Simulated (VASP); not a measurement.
Here is a VASP 6.6.1 calculation.

Contents of INCAR:

```
SYSTEM = Si2Ni
PREC = Accurate
ENCUT = 520
EDIFF = 1E-7
ISMEAR = 0
SIGMA = 0.15
LREAL = .FALSE.
LASPH = .TRUE.
NELM = 150
ALGO = Normal
ISIF = 2
LWAVE = .FALSE.
LCHARG = .FALSE.
ISPIN = 2
MAGMOM = 0 0 0.875
LORBIT = 11
NUPDOWN = 0.875
LMAXMIX = 4
NBANDS = 20
```

The input KPOINTS:

```
regular mesh
0
G
  14 14 14
  0 0 0
```

POSCAR

```
Si2Ni
1.0
    0.0000000000      2.8272425872      2.8272425872
    2.8272425872      0.0000000000      2.8272425872
    2.8272425872      2.8272425872      0.0000000000
Si Ni
2 1
Direct
    0.2500000000      0.2500000000      0.2500000000
    0.7500000000      0.7500000000      0.7500000000
    0.0000000000      0.0000000000      0.0000000000
```

Potentials or basis: VASP PAW LDA potentials, release 64 (Si, Ni).

Command:

```sh
$ cat potpaw_LDA.64/Si/POTCAR potpaw_LDA.64/Ni/POTCAR > POTCAR
$ mpirun -np 1 vasp_std > vasp.out
```

Problem. What does it give for the pressure?

Solution. -16.6 GPa.

Caveat: the cell stands under tension; the total moment is fixed, so each spin has its own Fermi level and the state may be an excited one.
